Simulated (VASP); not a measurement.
# Ag in VASP: single point with PBE

Aim: the single point of Ag with PBE.

All numbers are computed with VASP 6.6.1; they aren't measurements. Logs are shortened: lines on timing, memory, paths and dates and some standing lists are left out, and cuts for length are marked.

### 1 The cell of the first run

The cell holds a wire or tube with vacuum around it, 14 atoms: a = 14.900 Å, b = 13.700 Å, c = 7.133 Å, α = 90.00°, β = 90.00°, γ = 90.00°.

### 2 Single point, PBE

INCAR

```
PREC = Accurate
ENCUT = 520
EDIFF = 1E-6
ISMEAR = 0
SIGMA = 0.05
LREAL = False
LASPH = True
NELM = 100
ALGO = Normal
ISIF = 2
LWAVE = False
LCHARG = False
GGA = PE
NBANDS = 90
```

KPOINTS

```
Automatic mesh
0
Gamma
  1 1 8
```

POSCAR

```
Ag
1.0
   14.9000000000      0.0000000000      0.0000000000
    0.0000000000     13.7000000000      0.0000000000
    0.0000000000      0.0000000000      7.1325647518
Ag
14
Direct
    0.5962875804      0.5594712645     -0.0000355379
    0.4602414810      0.3715020901      0.3746119705
    0.3781068562      0.5286911781      0.6253650818
    0.5759211259      0.3546445631      0.0731145677
    0.4582256493      0.5800289418      0.2832374512
    0.3484745463      0.3354716519      0.6787294950
    0.7075977495      0.5573321644      0.6786463712
    0.4037124196      0.4405287355      0.0000355379
    0.6218931438      0.4713088219      0.3746349182
    0.5397585190      0.6284979099      0.6253880295
    0.4240788741      0.6453554369     -0.0731145677
    0.2924022505      0.4426678356      0.3213536288
    0.6515254537      0.6645283481      0.3212705050
    0.5417743507      0.4199710582      0.7167625488
```

Potentials or basis: VASP PAW PBE potentials, release 64 (Ag).

Command:

```
cat potpaw_PBE.64/Ag/POTCAR > POTCAR
mpirun -np 1 vasp_std > vasp.out
```

OUTCAR:

```text
PREC = Accurate
   ENCUT = 520
   EDIFF = 1E-6
   ISMEAR = 0
   LREAL = False
   LASPH = True
   NELM = 100
   ISIF = 2
   GGA = PE

 ion  position               nearest neighbor table
   1  0.596  0.559  1.000-  13 2.83   7 2.83   4 2.87  11 2.87  14 2.90   5 2.90  10 2.96   9 2.96
                             8 3.30
   2  0.460  0.372  0.375-  12 2.71   4 2.77   9 2.77   6 2.78  14 2.81   5 2.93   8 2.96   3 3.06

   3  0.378  0.529  0.625-   6 2.71  11 2.77  10 2.77  12 2.78   5 2.81  14 2.93   8 2.96   2 3.06

   4  0.576  0.355  0.073-  14 2.74   2 2.77   9 2.77   1 2.87   8 2.87
   5  0.458  0.580  0.283-  11 2.74  10 2.81   3 2.81   8 2.90   1 2.90   2 2.93   9 2.93  13 3.12
                            12 3.12
   6  0.348  0.335  0.679-   3 2.71   2 2.78   8 2.83  12 3.06  14 3.12
   7  0.708  0.557  0.679-  10 2.71   9 2.78   1 2.83  13 3.06  14 3.12
   8  0.404  0.441  0.000-   6 2.83  12 2.83  11 2.87   4 2.87   5 2.90  14 2.90   2 2.96   3 2.96
                             1 3.30
   9  0.622  0.471  0.375-  13 2.71   4 2.77   2 2.77   7 2.78  14 2.81   5 2.93   1 2.96  10 3.06

  10  0.540  0.628  0.625-   7 2.71  11 2.77   3 2.77  13 2.78   5 2.81  14 2.93   1 2.96   9 3.06

  11  0.424  0.645  0.927-   5 2.74  10 2.77   3 2.77   8 2.87   1 2.87
  12  0.292  0.443  0.321-   2 2.71   3 2.78   8 2.83   6 3.06   5 3.12
  13  0.652  0.665  0.321-   9 2.71  10 2.78   1 2.83   7 3.06   5 3.12
  14  0.542  0.420  0.717-   4 2.74   2 2.81   9 2.81   1 2.90   8 2.90  10 2.93   3 2.93   6 3.12
                             7 3.12

  LATTYP: Found a simple orthorhombic cell.
 ALAT       =     7.1325647518
 B/A-ratio  =     1.9207677009
 C/A-ratio  =     2.0890101273

  Lattice vectors:

 A1 = (   0.0000000000,   0.0000000000,  -7.1325647518)
 A2 = (   0.0000000000,  13.7000000000,   0.0000000000)
 A3 = (  14.9000000000,   0.0000000000,   0.0000000000)

Analysis of symmetry for initial positions (statically):
=====================================================================
 Subroutine PRICEL returns:
 Original cell was already a primitive cell.

 Routine SETGRP: Setting up the symmetry group for a
 simple orthorhombic supercell.

 Subroutine GETGRP returns: Found  2 space group operations
 (whereof  2 operations were pure point group operations)
 out of a pool of  8 trial point group operations.

The static configuration has the point symmetry S_2 .

Analysis of symmetry for dynamics (positions and initial velocities):
=====================================================================
 Subroutine PRICEL returns:
 Original cell was already a primitive cell.

 Routine SETGRP: Setting up the symmetry group for a
 simple orthorhombic supercell.

 Subroutine GETGRP returns: Found  2 space group operations
 (whereof  2 operations were pure point group operations)
 out of a pool of  8 trial point group operations.

The dynamic configuration has the point symmetry S_2 .

 Subroutine INISYM returns: Found  2 space group operations
 (whereof  2 operations are pure point group operations),
 and found     1 'primitive' translations

----------------------------------------------------------------------------------------

                                     Primitive cell

  volume of cell :    1455.9704

  direct lattice vectors                    reciprocal lattice vectors
    14.900000000  0.000000000  0.000000000     0.067114094  0.000000000  0.000000000
     0.000000000 13.700000000  0.000000000     0.000000000  0.072992701  0.000000000
     0.000000000  0.000000000  7.132564752     0.000000000  0.000000000  0.140202022

  length of vectors
    14.900000000 13.700000000  7.132564752     0.067114094  0.072992701  0.140202022

  position of ions in fractional coordinates (direct lattice)
     0.596287580  0.559471264  0.999964462
     0.460241481  0.371502090  0.374611970
     0.378106856  0.528691178  0.625365082
     0.575921126  0.354644563  0.073114568
     0.458225649  0.580028942  0.283237451
     0.348474546  0.335471652  0.678729495
     0.707597750  0.557332164  0.678646371
     0.403712420  0.440528736  0.000035538
     0.621893144  0.471308822  0.374634918
     0.539758519  0.628497910  0.625388030
     0.424078874  0.645355437  0.926885432
     0.292402250  0.442667836  0.321353629
     0.651525454  0.664528348  0.321270505
     0.541774351  0.419971058  0.716762549

  ion indices of the primitive-cell ions
   primitive index   ion index
                 1           1
                 2           2
                 3           3
                 4           4
                 5           5
                 6           6
                 7           7
                 8           8
                 9           9
                10          10
                11          11
                12          12
                13          13
                14          14

----------------------------------------------------------------------------------------

 KPOINTS: Automatic mesh

Automatic generation of k-mesh.
 Grid dimensions read from file:
 generate k-points for:    1    1    8

 Generating k-lattice:

  Cartesian coordinates                     Fractional coordinates (reciprocal lattice)
     0.067114094  0.000000000  0.000000000     1.000000000  0.000000000  0.000000000
     0.000000000  0.072992701  0.000000000     0.000000000  1.000000000  0.000000000
     0.000000000  0.000000000  0.017525253     0.000000000  0.000000000  0.125000000

  Length of vectors
     0.067114094  0.072992701  0.017525253

  Shift w.r.t. Gamma in fractional coordinates (k-lattice)
     0.000000000  0.000000000  0.000000000

 Subroutine IBZKPT returns following result:
 ===========================================

 Found      5 irreducible k-points:

 Following reciprocal coordinates:
            Coordinates               Weight
  0.000000  0.000000  0.000000      1.000000
  0.000000  0.000000  0.125000      2.000000
  0.000000  0.000000  0.250000      2.000000
  0.000000  0.000000  0.375000      2.000000
  0.000000  0.000000  0.500000      1.000000
   k-points           NKPTS =      5   k-points in BZ     NKDIM =      5   number of bands    NBANDS=     90
   number of dos      NEDOS =    301   number of ions     NIONS =     14
   total plane-waves  NPLWV = 653184
   dimension x,y,z NGX =   112 NGY =  108 NGZ =   54
   dimension x,y,z NGXF=   224 NGYF=  216 NGZF=  108
   ions per type =              14
   NGX,Y,Z   is equivalent  to a cutoff of  12.50, 13.11, 12.59 a.u.
   NGXF,Y,Z  is equivalent  to a cutoff of  24.99, 26.21, 25.17 a.u.
 SYSTEM =  unknown system
   PREC   = accura    normal or accurate (medium, high low for compatibility)
   ISTART =      0    job   : 0-new  1-cont  2-samecut
   ICHARG =      2    charge: 1-file 2-atom 10-const
   ISPIN  =      1    spin polarized calculation?
   LNONCOLLINEAR =      F non collinear calculations
   LSORBIT =      F    spin-orbit coupling
   LASPH  =      T    aspherical Exc in radial PAW
   ENCUT  =  520.0 eV  38.22 Ry    6.18 a.u.  27.70 25.47 13.26*2*pi/ulx,y,z
   NELM   =    100;   NELMIN=  2; NELMDL= -5     # of ELM steps
   EDIFF  = 0.1E-05   stopping-criterion for ELM
   LREAL  =      F    real-space projection
   EDIFFG = 0.1E-04   stopping-criterion for IOM
   NSW    =      0    number of steps for IOM
   IBRION =     -1    ionic relax: 0-MD 1-quasi-New 2-CG
   NFREE  =      0    steps in history (QN), initial steepest desc. (CG)
   ISIF   =      2    stress and relaxation
   ISYM   =      2    0-nonsym 1-usesym 2-fastsym
   POTIM  = 0.5000    time-step for ionic-motion
   TEBEG  =    0.0;   TEEND  =   0.0 temperature during run
   PSTRESS=    0.0 pullay stress
   NELECT =     154.0000    total number of electrons
   NUPDOWN=      -1.0000    fix difference up-down
   EMIN   =  10.00;   EMAX   =-10.00  energy-range for DOS
   EFERMI =   0.00;   METHOD = LEGACY
   ISMEAR =     0;   SIGMA  =   0.05  broadening in eV -4-tet -1-fermi 0-gaus
   EFERMI_NEDOS =   21; number of points for ismear=-14 and -15
   IALGO  =     38    algorithm
   IMIX   =      4    mixing-type and parameters
     AMIX     =   0.40;   BMIX     =  1.00
     AMIX_MAG =   1.60;   BMIX_MAG =  1.00
  volume/ion in A,a.u.               =     104.00       701.81
  Fermi-wavevector in a.u.,A,eV,Ry     =   0.774220  1.463063  8.155552  0.599416
  Thomas-Fermi vector in A             =   1.876230
   LORBIT       =      0    0 simple, 1 ext, 2 COOP (PROOUT), +10 PAW based schemes
   GGA     = PE    functional components
   LHFCALC =     F    Hartree Fock is set to
   AEXX    =    0.0000 exact exchange contribution
   IVDW    =     0    specifies the selected vdW correction
   LEPSILON=     F    determine dielectric tensor
   LRPA    =     F    only Hartree local field effects (RPA)
 non-spin polarized calculation
 Gauss-broadening in eV      SIGMA  =   0.05
  energy-cutoff  :      520.00
  volume of cell :     1455.97
 maximum number of plane-waves:     39229
 NGX is ok and might be reduce to   112
   NGX = 55   NGY = 51   NGZ = 27

 number of electron     154.0000012 magnetization

 Free energy of the ion-electron system (eV)
  ---------------------------------------------------
  ext. energy  EPLUGINS =         0.00000000
  ---------------------------------------------------
  free energy    TOTEN  =       -29.09516792 eV

  energy without entropy =      -29.09516787  energy(sigma->0) =      -29.09516789

 E-fermi :  -1.8920     XC(G=0):  -3.1738

 val. band max:       -2.0653028277   @ k =   0.0000   0.0000   0.0000
 cond. band min:      -1.7140285473   @ k =   0.0000   0.0000   0.1250
 fundamental gap:      0.3512742804
 Fermi energy:        -1.8920420373

 k-point     1 :       0.0000    0.0000    0.0000
  band No.  band energies     occupation
      1      -7.9181      2.00000
      2      -7.5281      2.00000
      3      -7.4898      2.00000
      4      -7.4670      2.00000
      5      -7.4659      2.00000
      6      -7.3259      2.00000
[... 81 lines left out ...]
     88       1.1737      0.00000
     89       1.2578      0.00000

 k-point     2 :       0.0000    0.0000    0.1250
  band No.  band energies     occupation
      1      -7.8832      2.00000
      2      -7.5287      2.00000
      3      -7.4836      2.00000
      4      -7.4764      2.00000
      5      -7.4480      2.00000
      6      -7.3510      2.00000
[... 81 lines left out ...]
     88       1.1898      0.00000
     89       1.2231      0.00000

 k-point     3 :       0.0000    0.0000    0.2500
  band No.  band energies     occupation
      1      -7.7888      2.00000
      2      -7.5568      2.00000
      3      -7.4613      2.00000
      4      -7.4425      2.00000
      5      -7.4351      2.00000
      6      -7.3937      2.00000
[... 81 lines left out ...]
     88       1.0111      0.00000
     89       1.2933      0.00000

 k-point     4 :       0.0000    0.0000    0.3750
  band No.  band energies     occupation
      1      -7.6754      2.00000
      2      -7.5766      2.00000
      3      -7.4592      2.00000
      4      -7.4254      2.00000
      5      -7.4107      2.00000
      6      -7.3986      2.00000
[... 81 lines left out ...]
     88       1.4161      0.00000
     89       1.4321      0.00000

 k-point     5 :       0.0000    0.0000    0.5000
  band No.  band energies     occupation
      1      -7.6385      2.00000
      2      -7.5433      2.00000
      3      -7.4818      2.00000
      4      -7.4440      2.00000
      5      -7.4116      2.00000
      6      -7.3811      2.00000
[... 81 lines left out ...]
     88       1.4956      0.00000
     89       1.6505      0.00000
 [bands above 89 left out]

------------------------ aborting loop because EDIFF is reached ----------------------------------------

  FORCE on cell =-STRESS in cart. coord.  units (eV):
  Direction    XX          YY          ZZ          XY          YZ          ZX
  --------------------------------------------------------------------------------------
  -------------------------------------------------------------------------------------
  Total       -0.2734350     -0.2558177     -0.1551890      0.0254872     -0.0132113      0.0091284
  in kB       -0.3008930     -0.2815066     -0.1707729      0.0280466     -0.0145380      0.0100451
  external PRESSURE =      -0.2510575 kB  Pullay stress =       0.0000000 kB

 VOLUME and BASIS-vectors are now :
 -----------------------------------------------------------------------------
  energy-cutoff  :      520.00
  volume of cell :     1455.97
      direct lattice vectors                 reciprocal lattice vectors
    14.900000000  0.000000000  0.000000000     0.067114094  0.000000000  0.000000000
     0.000000000 13.700000000  0.000000000     0.000000000  0.072992701  0.000000000
     0.000000000  0.000000000  7.132564752     0.000000000  0.000000000  0.140202022

 POSITION                                       TOTAL-FORCE (eV/Angst)
 -----------------------------------------------------------------------------------
      8.88468      7.66476      7.13231        -0.005706     -0.003578     -0.000224
      6.85760      5.08958      2.67194         0.001180      0.015943      0.001832
      5.63379      7.24307      4.46046         0.013863     -0.005736     -0.002121
      8.58122      4.85863      0.52149        -0.006372      0.010998     -0.001250
      6.82756      7.94640      2.02021         0.002134     -0.003753     -0.006916
      5.19227      4.59596      4.84108        -0.001127      0.007711     -0.002933
     10.54321      7.63545      4.84049        -0.006127      0.004903     -0.002927
      6.01532      6.03524      0.00025         0.005706      0.003578      0.000224
      9.26621      6.45693      2.67211        -0.013863      0.005736      0.002121
      8.04240      8.61042      4.46062        -0.001180     -0.015943     -0.001832
      6.31878      8.84137      6.61107         0.006372     -0.010998      0.001250
      4.35679      6.06455      2.29208         0.006127     -0.004903      0.002927
      9.70773      9.10404      2.29148         0.001127     -0.007711      0.002933
      8.07244      5.75360      5.11236        -0.002134      0.003753      0.006916
 -----------------------------------------------------------------------------------
    total drift:                               -0.000000      0.000000      0.000000

  FREE ENERGIE OF THE ION-ELECTRON SYSTEM (eV)
  ---------------------------------------------------
  free  energy   TOTEN  =       -29.0951679168 eV

  energy  without entropy=      -29.0951678732  energy(sigma->0) =      -29.09516789
```

Run time: 29 min. Hardware: 1 thread of Intel Xeon Platinum 8259CL at 2.50GHz (Skylake/Cascade Lake), shared host; peak memory 1.3 GiB.

What came out:

- Free energy: -29.0952 eV
- Largest force: 0.016 eV/Å
- Band gap on the k mesh: 0.35 eV (least direct gap 0.49 eV)

Forces in eV/Å, atoms in the order of the input:
```
Ag  -0.006 -0.004  0.000
Ag   0.001  0.016  0.002
Ag   0.014 -0.006 -0.002
Ag  -0.006  0.011 -0.001
Ag   0.002 -0.004 -0.007
Ag  -0.001  0.008 -0.003
Ag  -0.006  0.005 -0.003
Ag   0.006  0.004  0.000
Ag  -0.014  0.006  0.002
Ag  -0.001 -0.016 -0.002
Ag   0.006 -0.011  0.001
Ag   0.006 -0.005  0.003
Ag   0.001 -0.008  0.003
Ag  -0.002  0.004  0.007
```
